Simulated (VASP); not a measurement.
Input of a VASP 6.6.1 run:

File POSCAR:

```
MgO
1.0
    2.6493245711      0.0000000000      0.0000000000
    0.0000000000      2.6493245711      0.0000000000
    0.0000000000      0.0000000000      2.6493245711
Mg O
1 1
Direct
    0.0000000000      0.0000000000      0.0000000000
    0.5000000000      0.5000000000      0.5000000000
```

Contents of INCAR.step1:

```
PREC     = Accurate       # precision mode
ENCUT    = 920            # plane-wave cutoff, eV
ISMEAR   = 0              # smearing method
SIGMA    = 0.01           # smearing width, eV
LREAL    = False          # projectors in reciprocal space
LASPH    = True           # aspherical terms in the spheres
NELM     = 120            # most SCF steps
NBANDS   = 15             # bands
GGA      = PE             # functional
ALGO     = Normal         # electronic algorithm
EDIFF    = 1E-5           # SCF threshold, eV
LWAVE    = True           # write WAVECAR
LCHARG   = False          # write CHGCAR
GGA_COMPAT= False
```

Contents of INCAR.step2:

```
PREC     = Accurate       # precision mode
ENCUT    = 920            # plane-wave cutoff, eV
EDIFF    = 1E-6           # SCF threshold, eV
ISMEAR   = 0              # smearing method
SIGMA    = 0.01           # smearing width, eV
LREAL    = False          # projectors in reciprocal space
LASPH    = True           # aspherical terms in the spheres
NELM     = 120            # most SCF steps
ALGO     = Normal         # electronic algorithm
ISIF     = 2              # what is computed and relaxed
LWAVE    = False          # write WAVECAR
LCHARG   = True           # write CHGCAR
METAGGA  = R2SCAN         # meta-GGA
LMIXTAU  = True         
LELF     = True           # ELF
LVHAR    = True         
NBANDS   = 15             # bands
ISTART   = 1            
GGA_COMPAT= False
```

KPOINTS

```
regular mesh
0
Gamma
  8 8 8
```

Potentials or basis: VASP PAW PBE potentials, release 64 (Mg_sv, O).

The run is started by

```sh
$ cat potpaw_PBE.64/Mg_sv/POTCAR potpaw_PBE.64/O/POTCAR > POTCAR
$ cp INCAR.step1 INCAR
$ mpirun -np 1 vasp_std > vasp.out
$ cp INCAR.step2 INCAR
$ mpirun -np 1 vasp_std > vasp.out
```

Task: Estimate the band gap on the k mesh.

Result: 3.24 eV (least direct gap 4.26 eV).

Task: Estimate the pressure.

Result: -4.0 GPa.

Caveat: the cell stands under tension; the structure was generated, so it needn't be the stable form of MgO; the PAW data sets were made with another functional, which shifts forces and pressure a little. A k mesh can miss the band edges.
